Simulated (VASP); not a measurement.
Set up this calculation in VASP 6.6.1, as the native input.

```yaml
Task: single point
Functional: LDA
Potentials_or_basis: VASP PAW LDA potentials, release 64 (Si)
Cutoff: 520 eV
k_mesh: 10 × 10 × 6
Occupations: gaussian, width 0.05 eV
Spin: no spin polarisation
Dipole_correction: no
Further_INCAR_settings: ALGO = Normal; EDIFF = 1e-07; NBANDS = 16
```

The structure of Si lies in POSCAR:

```
Si
1.0
    0.0000000000     -2.7007989451     -2.7007989451
    0.0000000000      2.7007989451     -2.7007989451
    5.5274551210      0.0000000000      0.0000000000
Si
4
Direct
    0.5000000000      0.5000000000     -0.0244372133
    0.0000000000      0.0000000000      0.5244372133
    0.0000000000      0.5000000000      0.2500000000
    0.5000000000      0.0000000000      0.7500000000
```

This cell differs from its parent crystal: mode 6 frozen in at -0.132 Å, normal strain along x +0.0233.

These files were run (other wordings do the same):

INCAR

```
SYSTEM = Si
PREC = Accurate ; ENCUT = 520
EDIFF = 1E-7 ; ISMEAR = 0
SIGMA = 0.05 ; LREAL = .False.
LASPH = .True. ; NELM = 60
ALGO = Normal ; ISIF = 2
LWAVE = .False. ; LCHARG = .False.
GGA = CA ; NBANDS = 16
```

KPOINTS

```
Automatic mesh
0
Gamma
  10 10 6
  0 0 0
```

Potentials or basis: VASP PAW LDA potentials, release 64 (Si).

Run with:

```console
$ cat potpaw_LDA.64/Si/POTCAR > POTCAR
$ mpirun -np 1 vasp_std > vasp.out
```

Results of the run:

The pressure is -1.2 GPa and the largest force is 2.198 eV/Å. The band gap on the k mesh is zero (band 8 reaches 5.85 eV, above the bottom of band 9 at 5.62 eV).

Caveat: the cell differs from its parent crystal (mode 6 frozen in at -0.132 Å, normal strain along x +0.0233); forces of over 1 eV/Å act on the atoms, so gaps and moduli don't describe the material at rest.

Wall time 63 s on 1 thread of Intel(R) Xeon(R) Platinum 8488C (Sapphire Rapids), on a shared host, peak memory 0.19 GiB.
